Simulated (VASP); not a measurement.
# Mg (P6/mmm) in VASP: further runs

The runs below take Mg through single point, with LDA.

Program: VASP 6.6.1. These are calculated values, not measurements. Logs are shortened: lines on timing, memory, paths and dates and some standing lists are left out, and cuts for length are marked.

### 1 The cell of the first run

The structure is hexagonal, space group P6/mmm (No. 191). Conventional cell: a = 3.220 Å, b = 3.220 Å, c = 2.732 Å, α = 90.00°, β = 90.00°, γ = 120.00°. Within 3.6 Å of Mg (site symmetry 6/mmm) lie 8 Mg at 2.73 to 3.22 Å.

This isn't the form of Mg at room conditions, which is hcp.

### 2 Single point, LDA

The input, INCAR:

```
SYSTEM = Mg
PREC = Accurate
ENCUT = 520
EDIFF = 1E-7
ISMEAR = 0
SIGMA = 0.15
LREAL = .False.
LASPH = .True.
NELM = 80
ALGO = Normal
ISIF = 2
LWAVE = .False.
LCHARG = .False.
NBANDS = 7
```

The input, KPOINTS:

```
Automatic mesh
0
Gamma
  21 21 18
  0 0 0
```

The input, POSCAR:

```
Mg
1.0
    3.2201014251      0.0000000000      0.0000000000
   -1.6100507126      2.7886896369      0.0000000000
    0.0000000000      0.0000000000      2.7321848584
Mg
1
Direct
    0.0000000000      0.0000000000      0.0000000000
```

Potentials or basis: VASP PAW LDA potentials, release 64 (Mg).

On the command line:

```sh
> cat potpaw_LDA.64/Mg/POTCAR > POTCAR
> mpirun -np 1 vasp_std > vasp.out
```

OUTCAR:

```text
SYSTEM = Mg
   PREC = Accurate
   ENCUT = 520
   EDIFF = 1E-7
   ISMEAR = 0
   LREAL = .False.
   LASPH = .True.
   NELM = 80
   ISIF = 2

 ion  position               nearest neighbor table
   1  0.000  0.000  0.000-

  LATTYP: Found a hexagonal cell.
 ALAT       =     3.2201014251
 C/A-ratio  =     0.8484778886

  Lattice vectors:

 A1 = (   3.2201014251,   0.0000000000,   0.0000000000)
 A2 = (  -1.6100507126,   2.7886896369,   0.0000000000)
 A3 = (   0.0000000000,   0.0000000000,   2.7321848584)

Analysis of symmetry for initial positions (statically):
=====================================================================
 Subroutine PRICEL returns:
 Original cell was already a primitive cell.

 Routine SETGRP: Setting up the symmetry group for a
 hexagonal supercell.

 Subroutine GETGRP returns: Found 24 space group operations
 (whereof 24 operations were pure point group operations)
 out of a pool of 24 trial point group operations.

The static configuration has the point symmetry D_6h.

Analysis of symmetry for dynamics (positions and initial velocities):
=====================================================================
 Subroutine PRICEL returns:
 Original cell was already a primitive cell.

 Routine SETGRP: Setting up the symmetry group for a
 hexagonal supercell.

 Subroutine GETGRP returns: Found 24 space group operations
 (whereof 24 operations were pure point group operations)
 out of a pool of 24 trial point group operations.

The dynamic configuration has the point symmetry D_6h.

 Subroutine INISYM returns: Found 24 space group operations
 (whereof 24 operations are pure point group operations),
 and found     1 'primitive' translations

----------------------------------------------------------------------------------------

                                     Primitive cell

  volume of cell :      24.5346

  direct lattice vectors                    reciprocal lattice vectors
     3.220101425  0.000000000  0.000000000     0.310549224  0.179295678  0.000000000
    -1.610050713  2.788689637  0.000000000     0.000000000  0.358591357  0.000000000
     0.000000000  0.000000000  2.732184858     0.000000000  0.000000000  0.366007445

  length of vectors
     3.220101425  3.220101425  2.732184858     0.358591357  0.358591357  0.366007445

  position of ions in fractional coordinates (direct lattice)
     0.000000000  0.000000000  0.000000000

  ion indices of the primitive-cell ions
   primitive index   ion index
                 1           1

----------------------------------------------------------------------------------------

 KPOINTS: Automatic mesh

Automatic generation of k-mesh.
 Grid dimensions read from file:
 generate k-points for:   21   21   18

 Generating k-lattice:

  Cartesian coordinates                     Fractional coordinates (reciprocal lattice)
     0.014788058  0.008537889  0.000000000     0.047619048  0.000000000  0.000000000
     0.000000000  0.017075779  0.000000000     0.000000000  0.047619048  0.000000000
     0.000000000  0.000000000  0.020333747     0.000000000  0.000000000  0.055555556

  Length of vectors
     0.017075779  0.017075779  0.020333747

  Shift w.r.t. Gamma in fractional coordinates (k-lattice)
     0.000000000  0.000000000  0.000000000

 Subroutine IBZKPT returns following result:
 ===========================================

 Found    480 irreducible k-points:

 Following reciprocal coordinates:
            Coordinates               Weight
  0.000000  0.000000  0.000000      1.000000
  0.047619  0.000000  0.000000      6.000000
  0.095238 -0.000000  0.000000      6.000000
  0.142857 -0.000000  0.000000      6.000000
  0.190476 -0.000000  0.000000      6.000000
  0.238095 -0.000000  0.000000      6.000000
[... 16 lines left out ...]
  0.142857  0.095238  0.000000     12.000000
  0.190476  0.095238  0.000000     12.000000
 [... further k-points ...]
   k-points           NKPTS =    480   k-points in BZ     NKDIM =    480   number of bands    NBANDS=      7
   number of dos      NEDOS =    301   number of ions     NIONS =      1
   total plane-waves  NPLWV =  11520
   dimension x,y,z NGX =    24 NGY =   24 NGZ =   20
   dimension x,y,z NGXF=    48 NGYF=   48 NGZF=   40
   ions per type =               1
   NGX,Y,Z   is equivalent  to a cutoff of  12.39, 12.39, 12.17 a.u.
   NGXF,Y,Z  is equivalent  to a cutoff of  24.78, 24.78, 24.34 a.u.
 SYSTEM =  Mg
   PREC   = accura    normal or accurate (medium, high low for compatibility)
   ISTART =      0    job   : 0-new  1-cont  2-samecut
   ICHARG =      2    charge: 1-file 2-atom 10-const
   ISPIN  =      1    spin polarized calculation?
   LNONCOLLINEAR =      F non collinear calculations
   LSORBIT =      F    spin-orbit coupling
   LASPH  =      T    aspherical Exc in radial PAW
   ENCUT  =  520.0 eV  38.22 Ry    6.18 a.u.   5.99  5.99  5.08*2*pi/ulx,y,z
   NELM   =     80;   NELMIN=  2; NELMDL= -5     # of ELM steps
   EDIFF  = 0.1E-06   stopping-criterion for ELM
   LREAL  =      F    real-space projection
   EDIFFG = 0.1E-05   stopping-criterion for IOM
   NSW    =      0    number of steps for IOM
   IBRION =     -1    ionic relax: 0-MD 1-quasi-New 2-CG
   NFREE  =      0    steps in history (QN), initial steepest desc. (CG)
   ISIF   =      2    stress and relaxation
   ISYM   =      2    0-nonsym 1-usesym 2-fastsym
   POTIM  = 0.5000    time-step for ionic-motion
   TEBEG  =    0.0;   TEEND  =   0.0 temperature during run
   PSTRESS=    0.0 pullay stress
   NELECT =       2.0000    total number of electrons
   NUPDOWN=      -1.0000    fix difference up-down
   EMIN   =  10.00;   EMAX   =-10.00  energy-range for DOS
   EFERMI =   0.00;   METHOD = LEGACY
   ISMEAR =     0;   SIGMA  =   0.15  broadening in eV -4-tet -1-fermi 0-gaus
   EFERMI_NEDOS =   21; number of points for ismear=-14 and -15
   IALGO  =     38    algorithm
   IMIX   =      4    mixing-type and parameters
     AMIX     =   0.40;   BMIX     =  1.00
     AMIX_MAG =   1.60;   BMIX_MAG =  1.00
  volume/ion in A,a.u.               =      24.53       165.57
  Fermi-wavevector in a.u.,A,eV,Ry     =   0.709836  1.341396  6.855535  0.503868
  Thomas-Fermi vector in A             =   1.796524
   LORBIT       =      0    0 simple, 1 ext, 2 COOP (PROOUT), +10 PAW based schemes
   GGA     = CA    functional components
   LHFCALC =     F    Hartree Fock is set to
   AEXX    =    0.0000 exact exchange contribution
   IVDW    =     0    specifies the selected vdW correction
   LEPSILON=     F    determine dielectric tensor
   LRPA    =     F    only Hartree local field effects (RPA)
 non-spin polarized calculation
 Gauss-broadening in eV      SIGMA  =   0.15
  energy-cutoff  :      520.00
  volume of cell :       24.53
 maximum number of plane-waves:       678
 NGX is ok and might be reduce to    24

 number of electron       2.0000000 magnetization

 Free energy of the ion-electron system (eV)
  ---------------------------------------------------
  ext. energy  EPLUGINS =         0.00000000
  ---------------------------------------------------
  free energy    TOTEN  =        -1.47580851 eV

  energy without entropy =       -1.47086088  energy(sigma->0) =       -1.47333470

 E-fermi :   2.1114     XC(G=0):  -8.4459

 val. band max:        2.0994626767   @ k =   0.3810   0.1905   0.2222
 cond. band min:       2.1223029564   @ k =   0.3333   0.1905   0.0000
 fundamental gap:      0.0228402797
 Fermi energy:         2.1114148220

 k-point     1 :       0.0000    0.0000    0.0000
  band No.  band energies     occupation
      1      -4.5181      2.00000
      2      11.4959      0.00000
      3      13.0812      0.00000
      4      13.0812      0.00000
      5      13.1384      0.00000
      6      13.1384      0.00000
      7      14.6952      0.00000

 k-point     2 :       0.0476    0.0000    0.0000
  band No.  band energies     occupation
      1      -4.4743      2.00000
      2      11.1470      0.00000
      3      12.2438      0.00000
      4      12.3605      0.00000
      5      13.7235      0.00000
      6      13.9358      0.00000
      7      14.7302      0.00000

 k-point     3 :       0.0952   -0.0000    0.0000
  band No.  band energies     occupation
      1      -4.3428      2.00000
      2      10.1069      0.00000
      3      11.6251      0.00000
      4      11.6883      0.00000
      5      14.1564      0.00000
      6      14.8354      0.00000
      7      14.8376      0.00000

 k-point     4 :       0.1429   -0.0000    0.0000
  band No.  band energies     occupation
      1      -4.1241      2.00000
      2       8.8007      0.00000
      3      11.0922      0.00000
      4      11.1576      0.00000
      5      14.5972      0.00000
      6      15.0108      0.00000
      7      15.8155      0.00000

 k-point     5 :       0.1905   -0.0000    0.0000
  band No.  band energies     occupation
      1      -3.8187      2.00000
      2       7.4708      0.00000
      3      10.5717      0.00000
      4      10.7296      0.00000
      5      15.0770      0.00000
      6      15.2565      0.00000
      7      16.8680      0.00000
[... 161 lines left out ...]
 k-point    22 :       0.0952    0.0952    0.0000
  band No.  band energies     occupation
      1      -3.9931      2.00000
      2       8.8108      0.00000
      3       9.0590      0.00000
      4      12.7460      0.00000
      5      14.1748      0.00000
      6      15.1161      0.00000
      7      16.1135      0.00000

 k-point    23 :       0.1429    0.0952    0.0000
  band No.  band energies     occupation
      1      -3.6880      2.00000
      2       7.5877      0.00000
      3       8.4130      0.00000
      4      12.7544      0.00000
      5      14.6081      0.00000
      6      15.3620      0.00000
      7      16.8180      0.00000

 k-point    24 :       0.1905    0.0952    0.0000
  band No.  band energies     occupation
      1      -3.2970      2.00000
      2       6.2972      0.00000
      3       7.9498      0.00000
      4      12.5339      0.00000
      5      15.2653      0.00000
      6      15.6783      0.00000
      7      17.6410      0.00000

 [... further k-points ...]

------------------------ aborting loop because EDIFF is reached ----------------------------------------

  FORCE on cell =-STRESS in cart. coord.  units (eV):
  Direction    XX          YY          ZZ          XY          YZ          ZX
  --------------------------------------------------------------------------------------
  -------------------------------------------------------------------------------------
  Total       -0.6535649     -0.6535649      1.2599153      0.0000000      0.0000000      0.0000000
  in kB      -42.6795141    -42.6795141     82.2757976      0.0000000      0.0000000      0.0000000
  external PRESSURE =      -1.0277436 kB  Pullay stress =       0.0000000 kB

 VOLUME and BASIS-vectors are now :
 -----------------------------------------------------------------------------
  energy-cutoff  :      520.00
  volume of cell :       24.53
      direct lattice vectors                 reciprocal lattice vectors
     3.220101425  0.000000000  0.000000000     0.310549224  0.179295678  0.000000000
    -1.610050713  2.788689637  0.000000000     0.000000000  0.358591357  0.000000000
     0.000000000  0.000000000  2.732184858     0.000000000  0.000000000  0.366007445

 POSITION                                       TOTAL-FORCE (eV/Angst)
 -----------------------------------------------------------------------------------
      0.00000      0.00000      0.00000         0.000000      0.000000      0.000000
 -----------------------------------------------------------------------------------
    total drift:                                0.000000     -0.000000     -0.000000

  FREE ENERGIE OF THE ION-ELECTRON SYSTEM (eV)
  ---------------------------------------------------
  free  energy   TOTEN  =        -1.4758085117 eV

  energy  without entropy=       -1.4708608786  energy(sigma->0) =       -1.47333470
```

Run time: 28 s. Hardware: 1 thread of AMD EPYC 9R14 (Zen 4), shared host; peak memory 0.16 GiB.

What came out:

- Free energy: -1.4758 eV
- Pressure: -0.1 GPa
- Band gap on the k mesh: zero (bands 1 and 2 overlap by 4.87 eV)

### 3 Single point, LDA

This run uses another cell than the first one, of the same volume but with other edges.

The input, INCAR:

```
ALGO = Normal
EDIFF = 1E-7
ENCUT = 520
ISIF = 2
ISMEAR = 0
LASPH = T
LCHARG = F
LREAL = F
LWAVE = F
NBANDS = 7
NELM = 60
PREC = Accurate
SIGMA = 0.15
```

The input, KPOINTS:

```
k-points
0
Gamma
  21 21 18
```

The input, POSCAR:

```
Mg
1.0
    3.1362686042      0.0000000000      0.0000000000
   -1.5681343021      2.7160882843      0.0000000000
    0.0000000000      0.0000000000      2.8802002335
Mg
1
Direct
    0.0000000000      0.0000000000      0.0000000000
```

Potentials or basis: VASP PAW LDA potentials, release 64 (Mg).

On the command line:

```sh
> cat potpaw_LDA.64/Mg/POTCAR > POTCAR
> mpirun -np 1 vasp_std > vasp.out
```

OUTCAR:

```text
EDIFF = 1E-7
   ENCUT = 520
   ISIF = 2
   ISMEAR = 0
   LASPH = T
   LREAL = F
   NELM = 60
   PREC = Accurate

 ion  position               nearest neighbor table
   1  0.000  0.000  0.000-

  LATTYP: Found a hexagonal cell.
 ALAT       =     3.1362686042
 C/A-ratio  =     0.9183525383

  Lattice vectors:

 A1 = (   3.1362686042,   0.0000000000,   0.0000000000)
 A2 = (  -1.5681343021,   2.7160882843,   0.0000000000)
 A3 = (   0.0000000000,   0.0000000000,   2.8802002335)

Analysis of symmetry for initial positions (statically):
=====================================================================
 Subroutine PRICEL returns:
 Original cell was already a primitive cell.

 Routine SETGRP: Setting up the symmetry group for a
 hexagonal supercell.

 Subroutine GETGRP returns: Found 24 space group operations
 (whereof 24 operations were pure point group operations)
 out of a pool of 24 trial point group operations.

The static configuration has the point symmetry D_6h.

[... 157 lines left out ...]
  energy without entropy =       -1.54206411  energy(sigma->0) =       -1.54471949

 E-fermi :   2.1325     XC(G=0):  -8.4496

 val. band max:        2.1300057032   @ k =   0.3810   0.0952   0.0556
 cond. band min:       2.1349263487   @ k =   0.1905   0.0952   0.4444
 fundamental gap:      0.0049206456
 Fermi energy:         2.1324683304

 k-point     1 :       0.0000    0.0000    0.0000
  band No.  band energies     occupation
      1      -4.5204      2.00000
      2      10.9700      0.00000
      3      12.6718      0.00000
      4      13.8287      0.00000
      5      13.8287      0.00000
      6      14.2940      0.00000
      7      14.2940      0.00000
[... 221 lines left out ...]
 k-point    24 :       0.1905    0.0952    0.0000
  band No.  band energies     occupation
      1      -3.2324      2.00000
      2       6.8326      0.00000
      3       8.5395      0.00000
      4      12.7809      0.00000
      5      13.7295      0.00000
      6      15.4707      0.00000
      7      18.0822      0.00000

 [... further k-points ...]

------------------------ aborting loop because EDIFF is reached ----------------------------------------

  FORCE on cell =-STRESS in cart. coord.  units (eV):
  Direction    XX          YY          ZZ          XY          YZ          ZX
  --------------------------------------------------------------------------------------
  -------------------------------------------------------------------------------------
  Total       -0.4294246     -0.4294246      0.4381861      0.0000000      0.0000000      0.0000000
  in kB      -28.0425588    -28.0425588     28.6147110      0.0000000      0.0000000      0.0000000
  external PRESSURE =      -9.1568022 kB  Pullay stress =       0.0000000 kB

 VOLUME and BASIS-vectors are now :
 -----------------------------------------------------------------------------
  energy-cutoff  :      520.00
  volume of cell :       24.53
      direct lattice vectors                 reciprocal lattice vectors
     3.136268604  0.000000000  0.000000000     0.318850241  0.184088272  0.000000000
    -1.568134302  2.716088284  0.000000000     0.000000000  0.368176545  0.000000000
     0.000000000  0.000000000  2.880200234     0.000000000  0.000000000  0.347198083

 POSITION                                       TOTAL-FORCE (eV/Angst)
 -----------------------------------------------------------------------------------
      0.00000      0.00000      0.00000         0.000000      0.000000      0.000000
 -----------------------------------------------------------------------------------
    total drift:                               -0.000000      0.000000      0.000000

  FREE ENERGIE OF THE ION-ELECTRON SYSTEM (eV)
  ---------------------------------------------------
  free  energy   TOTEN  =        -1.5473748744 eV

  energy  without entropy=       -1.5420641056  energy(sigma->0) =       -1.54471949
```

stdout:

```text
POSCAR found type information on POSCAR Mg
 POSCAR found :  1 types and       1 ions
 scaLAPACK will be used
 LDA part: xc-table for (Slater(with rela. corr.)+CA(PZ))
 , standard interpolation
 POSCAR, INCAR and KPOINTS ok, starting setup
 FFT: planning ... GRIDC
 FFT: planning ... GRID_SOFT
 FFT: planning ... GRID
 WAVECAR not read
 entering main loop
```

Wall time 32 s (1 thread of AMD EPYC 9R14 (Zen 4), shared host); peak memory 0.17 GiB.

Results:

```yaml
Free_energy: -1.5474 eV
Pressure: -0.9 GPa
Band_gap_on_the_k_mesh: zero (bands 1 and 2 overlap by 5.37 eV)
```

Stress tensor (GPa, compression positive):
```
-2.80  0.00  0.00
 0.00 -2.80  0.00
 0.00  0.00  2.86
```
